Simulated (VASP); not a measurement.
# Hf in VASP: further runs

The runs below take Hf through single point, with PBEsol.

Everything below comes from runs of VASP 6.6.1. Logs are shortened: lines on timing, memory, paths and dates and some standing lists are left out, and cuts for length are marked.

## (1) The cell of the first run

Symmetry: Fm-3m, No. 225, cubic system. The conventional cell has a = 4.498 Å, b = 4.498 Å, c = 4.498 Å, α = 90.00°, β = 90.00°, γ = 90.00°. Hf (site symmetry m-3m) has 12 Hf at 3.18 Å within 4.2 Å.

## (2) Single point, PBEsol (volume scaled by 1.04)

Input file INCAR:

```
SYSTEM = Hf
PREC     = Accurate       ! precision mode
ENCUT    = 520            ! plane-wave cutoff, eV
EDIFF    = 1E-6           ! SCF threshold, eV
ISMEAR   = -1             ! smearing method
SIGMA    = 0.03           ! smearing width, eV
LREAL    = .False.        ! projectors in reciprocal space
LASPH    = .True.         ! aspherical terms in the spheres
NELM     = 80             ! most SCF steps
ALGO     = Normal         ! electronic algorithm
ISIF     = 2              ! what is computed and relaxed
LWAVE    = .False.        ! write WAVECAR
LCHARG   = .False.        ! write CHGCAR
GGA      = PS             ! functional
NBANDS   = 11             ! bands
```

Input file KPOINTS:

```
Automatic mesh
0
Gamma
  16 16 16
  0 0 0
```

Input file POSCAR:

```
Hf
1.0
    0.0000000000      2.2492138765      2.2492138765
    2.2492138765      0.0000000000      2.2492138765
    2.2492138765      2.2492138765      0.0000000000
Hf
1
Direct
    0.0000000000      0.0000000000      0.0000000000
```

Potentials or basis: VASP PAW PBE potentials, release 64 (Hf_pv).

Command:

```sh
$ cat potpaw_PBE.64/Hf_pv/POTCAR > POTCAR
$ mpirun -np 1 vasp_std > vasp.out
```

OUTCAR:

```text
SYSTEM = Hf
   PREC = Accurate
   ENCUT = 520
   EDIFF = 1E-6
   ISMEAR = -1
   LREAL = .False.
   LASPH = .True.
   NELM = 80
   ISIF = 2
   GGA = PS

 ion  position               nearest neighbor table
   1  0.000  0.000  0.000-

  LATTYP: Found a face centered cubic cell.
 ALAT       =     4.4984277530

  Lattice vectors:

 A1 = (   0.0000000000,   2.2492138765,   2.2492138765)
 A2 = (   2.2492138765,   0.0000000000,   2.2492138765)
 A3 = (   2.2492138765,   2.2492138765,   0.0000000000)

Analysis of symmetry for initial positions (statically):
=====================================================================
 Subroutine PRICEL returns:
 Original cell was already a primitive cell.

 Routine SETGRP: Setting up the symmetry group for a
 face centered cubic supercell.

 Subroutine GETGRP returns: Found 48 space group operations
 (whereof 48 operations were pure point group operations)
 out of a pool of 48 trial point group operations.

The static configuration has the point symmetry O_h .

Analysis of symmetry for dynamics (positions and initial velocities):
=====================================================================
 Subroutine PRICEL returns:
 Original cell was already a primitive cell.

 Routine SETGRP: Setting up the symmetry group for a
 face centered cubic supercell.

 Subroutine GETGRP returns: Found 48 space group operations
 (whereof 48 operations were pure point group operations)
 out of a pool of 48 trial point group operations.

The dynamic configuration has the point symmetry O_h .

 Subroutine INISYM returns: Found 48 space group operations
 (whereof 48 operations are pure point group operations),
 and found     1 'primitive' translations

----------------------------------------------------------------------------------------

                                     Primitive cell

  volume of cell :      22.7574

  direct lattice vectors                    reciprocal lattice vectors
     0.000000000  2.249213876  2.249213876    -0.222299891  0.222299891  0.222299891
     2.249213876  0.000000000  2.249213876     0.222299891 -0.222299891  0.222299891
     2.249213876  2.249213876  0.000000000     0.222299891  0.222299891 -0.222299891

  length of vectors
     3.180868769  3.180868769  3.180868769     0.385034706  0.385034706  0.385034706

  position of ions in fractional coordinates (direct lattice)
     0.000000000  0.000000000  0.000000000

  ion indices of the primitive-cell ions
   primitive index   ion index
                 1           1

----------------------------------------------------------------------------------------

 KPOINTS: Automatic mesh

Automatic generation of k-mesh.
 Grid dimensions read from file:
 generate k-points for:   16   16   16

 Generating k-lattice:

  Cartesian coordinates                     Fractional coordinates (reciprocal lattice)
    -0.013893743  0.013893743  0.013893743     0.062500000  0.000000000  0.000000000
     0.013893743 -0.013893743  0.013893743     0.000000000  0.062500000  0.000000000
     0.013893743  0.013893743 -0.013893743     0.000000000  0.000000000  0.062500000

  Length of vectors
     0.024064669  0.024064669  0.024064669

  Shift w.r.t. Gamma in fractional coordinates (k-lattice)
     0.000000000  0.000000000  0.000000000

 Subroutine IBZKPT returns following result:
 ===========================================

 Found    145 irreducible k-points:

 Following reciprocal coordinates:
            Coordinates               Weight
  0.000000  0.000000  0.000000      1.000000
  0.062500  0.000000  0.000000      8.000000
  0.125000  0.000000  0.000000      8.000000
  0.187500  0.000000  0.000000      8.000000
  0.250000  0.000000  0.000000      8.000000
  0.312500  0.000000  0.000000      8.000000
[... 16 lines left out ...]
 -0.125000  0.062500  0.000000     24.000000
 -0.062500  0.062500  0.000000     12.000000
 [... further k-points ...]
   k-points           NKPTS =    145   k-points in BZ     NKDIM =    145   number of bands    NBANDS=     11
   number of dos      NEDOS =    301   number of ions     NIONS =      1
   total plane-waves  NPLWV =  13824
   dimension x,y,z NGX =    24 NGY =   24 NGZ =   24
   dimension x,y,z NGXF=    48 NGYF=   48 NGZF=   48
   ions per type =               1
   NGX,Y,Z   is equivalent  to a cutoff of  12.54, 12.54, 12.54 a.u.
   NGXF,Y,Z  is equivalent  to a cutoff of  25.09, 25.09, 25.09 a.u.
 SYSTEM =  Hf
   PREC   = accura    normal or accurate (medium, high low for compatibility)
   ISTART =      0    job   : 0-new  1-cont  2-samecut
   ICHARG =      2    charge: 1-file 2-atom 10-const
   ISPIN  =      1    spin polarized calculation?
   LNONCOLLINEAR =      F non collinear calculations
   LSORBIT =      F    spin-orbit coupling
   LASPH  =      T    aspherical Exc in radial PAW
   ENCUT  =  520.0 eV  38.22 Ry    6.18 a.u.   5.91  5.91  5.91*2*pi/ulx,y,z
   NELM   =     80;   NELMIN=  2; NELMDL= -5     # of ELM steps
   EDIFF  = 0.1E-05   stopping-criterion for ELM
   LREAL  =      F    real-space projection
   EDIFFG = 0.1E-04   stopping-criterion for IOM
   NSW    =      0    number of steps for IOM
   IBRION =     -1    ionic relax: 0-MD 1-quasi-New 2-CG
   NFREE  =      0    steps in history (QN), initial steepest desc. (CG)
   ISIF   =      2    stress and relaxation
   ISYM   =      2    0-nonsym 1-usesym 2-fastsym
   POTIM  = 0.5000    time-step for ionic-motion
   TEBEG  =    0.0;   TEEND  =   0.0 temperature during run
   PSTRESS=    0.0 pullay stress
   NELECT =      10.0000    total number of electrons
   NUPDOWN=      -1.0000    fix difference up-down
   EMIN   =  10.00;   EMAX   =-10.00  energy-range for DOS
   EFERMI =   0.00;   METHOD = LEGACY
   ISMEAR =    -1;   SIGMA  =   0.03  broadening in eV -4-tet -1-fermi 0-gaus
   EFERMI_NEDOS =   21; number of points for ismear=-14 and -15
   IALGO  =     38    algorithm
   IMIX   =      4    mixing-type and parameters
     AMIX     =   0.40;   BMIX     =  1.00
     AMIX_MAG =   1.60;   BMIX_MAG =  1.00
  volume/ion in A,a.u.               =      22.76       153.57
  Fermi-wavevector in a.u.,A,eV,Ry     =   1.244612  2.351976 21.076237  1.549060
  Thomas-Fermi vector in A             =   2.378871
   LORBIT       =      0    0 simple, 1 ext, 2 COOP (PROOUT), +10 PAW based schemes
   GGA     = PS    functional components
   LHFCALC =     F    Hartree Fock is set to
   AEXX    =    0.0000 exact exchange contribution
   IVDW    =     0    specifies the selected vdW correction
   LEPSILON=     F    determine dielectric tensor
   LRPA    =     F    only Hartree local field effects (RPA)
 non-spin polarized calculation
  energy-cutoff  :      520.00
  volume of cell :       22.76
 maximum number of plane-waves:       622
   NGX = 11   NGY = 11   NGZ = 11

 number of electron      10.0000000 magnetization

 number of electron       9.9999999 magnetization

 Free energy of the ion-electron system (eV)
  ---------------------------------------------------
  ext. energy  EPLUGINS =         0.00000000
  ---------------------------------------------------
  free energy    TOTEN  =       -10.41040115 eV

  energy without entropy =      -10.40427674  energy(sigma->0) =      -10.40733895

 E-fermi :   4.4615     XC(G=0): -11.3154

 val. band max:        4.4545226960   @ k =  -0.2500   0.0625   0.0000
 cond. band min:       4.4701563034   @ k =  -0.3125   0.3750   0.1250
 fundamental gap:      0.0156336074
 Fermi energy:         4.4614897679

 k-point     1 :       0.0000    0.0000    0.0000
  band No.  band energies     occupation
      1     -25.5639      2.00000
      2     -25.5639      2.00000
      3     -25.5639      2.00000
      4      -2.6924      2.00000
      5       5.8462      0.00000
      6       5.8462      0.00000
      7       5.8462      0.00000
      8       8.5673      0.00000
      9       8.5673      0.00000
     10      15.7780      0.00000
     11      17.4495      0.00000

 k-point     2 :       0.0625    0.0000    0.0000
  band No.  band energies     occupation
      1     -25.5951      2.00000
      2     -25.5678      2.00000
      3     -25.5678      2.00000
      4      -2.5580      2.00000
      5       5.7090      0.00000
      6       5.9111      0.00000
      7       5.9111      0.00000
      8       8.4965      0.00000
      9       8.4965      0.00000
     10      16.0788      0.00000
     11      17.4487      0.00000

 k-point     3 :       0.1250    0.0000    0.0000
  band No.  band energies     occupation
      1     -25.6831      2.00000
      2     -25.5791      2.00000
      3     -25.5791      2.00000
      4      -2.1686      2.00000
      5       5.3619      0.00000
      6       6.0726      0.00000
      7       6.0726      0.00000
      8       8.3487      0.00000
      9       8.3487      0.00000
     10      16.8235      0.00000
     11      17.4443      0.00000

 k-point     4 :       0.1875    0.0000    0.0000
  band No.  band energies     occupation
      1     -25.8124      2.00000
      2     -25.5960      2.00000
      3     -25.5960      2.00000
      4      -1.5679      2.00000
      5       4.9439      0.00000
      6       6.2155      0.00000
      7       6.2155      0.00000
      8       8.3060      0.00000
      9       8.3060      0.00000
     10      16.6670      0.00000
     11      17.4529      0.00000

 k-point     5 :       0.2500    0.0000    0.0000
  band No.  band energies     occupation
      1     -25.9614      2.00000
      2     -25.6158      2.00000
      3     -25.6158      2.00000
      4      -0.8368      2.00000
      5       4.5963      0.02209
      6       6.1930      0.00000
      7       6.1930      0.00000
      8       8.5696      0.00000
      9       8.5696      0.00000
     10      15.7521      0.00000
     11      17.4505      0.00000
[... 211 lines left out ...]
 k-point    21 :      -0.2500    0.0625    0.0000
  band No.  band energies     occupation
      1     -26.0120      2.00000
      2     -25.6539      2.00000
      3     -25.6141      2.00000
      4      -0.4754      2.00000
      5       4.4545      1.11560
      6       6.0279      0.00000
      7       6.2570      0.00000
      8       8.2454      0.00000
      9       9.2684      0.00000
     10      15.7120      0.00000
     11      17.4502      0.00000

 k-point    22 :      -0.1875    0.0625    0.0000
  band No.  band energies     occupation
      1     -25.8673      2.00000
      2     -25.6314      2.00000
      3     -25.5943      2.00000
      4      -1.2241      2.00000
      5       4.7379      0.00020
      6       6.1723      0.00000
      7       6.3518      0.00000
      8       7.8861      0.00000
      9       8.7975      0.00000
     10      16.6022      0.00000
     11      17.4551      0.00000

 k-point    23 :      -0.1250    0.0625    0.0000
  band No.  band energies     occupation
      1     -25.7351      2.00000
      2     -25.6080      2.00000
      3     -25.5785      2.00000
      4      -1.8761      2.00000
      5       5.1255      0.00000
      6       6.1550      0.00000
      7       6.2104      0.00000
      8       7.9553      0.00000
      9       8.5931      0.00000
     10      17.2765      0.00000
     11      17.4483      0.00000

 k-point    24 :      -0.0625    0.0625    0.0000
  band No.  band energies     occupation
      1     -25.6388      2.00000
      2     -25.5857      2.00000
      3     -25.5692      2.00000
      4      -2.3383      2.00000
      5       5.4930      0.00000
      6       6.0105      0.00000
      7       6.0237      0.00000
      8       8.2351      0.00000
      9       8.5576      0.00000
     10      16.5488      0.00000
     11      17.4471      0.00000

 [... further k-points ...]

------------------------ aborting loop because EDIFF is reached ----------------------------------------

  FORCE on cell =-STRESS in cart. coord.  units (eV):
  Direction    XX          YY          ZZ          XY          YZ          ZX
  --------------------------------------------------------------------------------------
  -------------------------------------------------------------------------------------
  Total       -0.8099283     -0.8099283     -0.8099283     -0.0000000      0.0000000     -0.0000000
  in kB      -57.0210077    -57.0210077    -57.0210077     -0.0000000      0.0000000     -0.0000000
  external PRESSURE =     -57.0210077 kB  Pullay stress =       0.0000000 kB

 VOLUME and BASIS-vectors are now :
 -----------------------------------------------------------------------------
  energy-cutoff  :      520.00
  volume of cell :       22.76
      direct lattice vectors                 reciprocal lattice vectors
     0.000000000  2.249213876  2.249213876    -0.222299891  0.222299891  0.222299891
     2.249213876  0.000000000  2.249213876     0.222299891 -0.222299891  0.222299891
     2.249213876  2.249213876  0.000000000     0.222299891  0.222299891 -0.222299891

 POSITION                                       TOTAL-FORCE (eV/Angst)
 -----------------------------------------------------------------------------------
      0.00000      0.00000      0.00000         0.000000      0.000000     -0.000000
 -----------------------------------------------------------------------------------
    total drift:                                0.000000      0.000000     -0.000000

  FREE ENERGIE OF THE ION-ELECTRON SYSTEM (eV)
  ---------------------------------------------------
  free  energy   TOTEN  =       -10.4104011514 eV

  energy  without entropy=      -10.4042767406  energy(sigma->0) =      -10.40733895
```

Run time: 14 s. Hardware: 1 thread of Intel Xeon 6975P-C, shared host; peak memory 0.16 GiB.

What came out:

| Item | Value |
| --- | --- |
| Free energy | -10.4104 eV |
| Pressure | -5.7 GPa |
| Band gap on the k mesh | zero (band 5 reaches 5.85 eV, above the bottom of band 6 at 4.08 eV) |

Caveat: the PAW data sets were made with another functional, which shifts forces and pressure a little; spin-orbit coupling is left out, which moves the levels of the heavy elements.

## (3) Single point, PBEsol (volume scaled by 1.06)

Input file INCAR:

```
PREC = Accurate
ENCUT = 520
EDIFF = 1E-7
ISMEAR = -1
SIGMA = 0.03
LREAL = False
LASPH = True
NELM = 100
ALGO = Normal
ISIF = 2
LWAVE = False
LCHARG = False
GGA = PS
NBANDS = 11
```

Input file KPOINTS:

```
regular mesh
0
Gamma
  16 16 16
```

Input file POSCAR:

```
Hf
1.0
    0.0000000000      2.2635404658      2.2635404658
    2.2635404658      0.0000000000      2.2635404658
    2.2635404658      2.2635404658      0.0000000000
Hf
1
Direct
    0.0000000000      0.0000000000      0.0000000000
```

Potentials or basis: VASP PAW PBE potentials, release 64 (Hf_pv).

Command:

```sh
$ cat potpaw_PBE.64/Hf_pv/POTCAR > POTCAR
$ mpirun -np 1 vasp_std > vasp.out
```

Run time: 16 s. Hardware: 1 thread of Intel Xeon 6975P-C, shared host; peak memory 0.16 GiB.

The run converged. Its results:

```yaml
Free_energy: -10.3927 eV
Pressure: -7.3 GPa
Band_gap_on_the_k_mesh: zero (band 5 reaches 5.71 eV, above the bottom of band 6 at 3.96 eV)
```

Levels at points of the mesh, in eV from the Fermi level:
| k point | band 2 | band 3 | band 4 | band 5 | band 6 | band 7 | band 8 | band 9 |
| --- | --- | --- | --- | --- | --- | --- | --- | --- |
| (0.00, 0.00, 0.00) | -30.10 | -30.10 | -7.09 | 1.37 | 1.37 | 1.37 | 4.03 | 4.03 |
| (0.50, 0.00, 0.00) | -30.20 | -30.20 | -3.54 | 0.50 | 1.16 | 1.16 | 6.05 | 6.05 |
| (0.50, 0.50, 0.00) | -30.36 | -30.36 | -3.11 | -2.00 | 2.36 | 6.05 | 6.65 | 6.65 |

Caveat: the PAW data sets were made with another functional, which shifts forces and pressure a little; spin-orbit coupling is left out, which moves the levels of the heavy elements.

(Part 1 of 2 ends here.)
